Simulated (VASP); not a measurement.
The system is ZnSe.

```
Zn Se
1.0
     0.00000    2.83380    2.83380
     2.83380    0.00000    2.83380
     2.83380    2.83380    0.00000
Zn Se
1 1
Direct
  0.00000 0.00000 0.00000
  0.75000 0.75000 0.75000
```

| Property | Result |
| --- | --- |
| Program | VASP 6.6.1 |
| Task | relaxation of cell and atoms |
| Functional | LDA |
| Potentials or basis | VASP PAW LDA potentials, release 64 (Zn, Se) |
| Cutoff | 600 eV |
| k mesh | 8 × 8 × 8 |
| Occupations | gaussian, width 0.01 eV |
| Spin | no spin polarisation |

At the start: pressure -3.1 GPa; volume 22.76 Å³/atom.

Question: Where does the relaxation end?

Answer: Over 12 steps the energy falls by 11.0 meV/atom and the volume is 21.67 Å³/atom (-4.8 %); space group F-43m (No. 216, to 0.1 Å) before and after.

Step by step:
| step | energy change (eV) | largest force (eV/Å) | pressure (GPa) | volume (Å³) |
| --- | --- | --- | --- | --- |
| 1 | 0.0000 | 0.0000 | -3.13 | 45.51 |
| 2 | -0.0194 | 0.0000 | 1.19 | 42.65 |
| 3 | -0.0220 | 0.0000 | -0.16 | 43.35 |
| 4 | -0.0220 | 0.0000 | 0.11 | 43.26 |
| 5 | -0.0220 | 0.0000 | 0.02 | 43.35 |
| 6 | -0.0220 | 0.0000 | -0.07 | 43.37 |
| 7 | -0.0220 | 0.0000 | 0.01 | 43.36 |
| 8 | -0.0220 | 0.0000 | -0.03 | 43.36 |
| 9 | -0.0220 | 0.0000 | -0.02 | 43.36 |
| 10 | -0.0220 | 0.0000 | 0.03 | 43.34 |
| 11 | -0.0220 | 0.0000 | -0.04 | 43.35 |
| 12 | -0.0220 | 0.0000 | 0.00 | 43.35 |

Final structure:
```xyz
2
Lattice="0.0000 2.7881 2.7881 2.7881 0.0000 2.7881 2.7881 2.7881 0.0000" Properties=species:S:1:pos:R:3 pbc="T T T"
Zn    0.0000    0.0000    0.0000
Se    4.1822    4.1822    4.1822
```
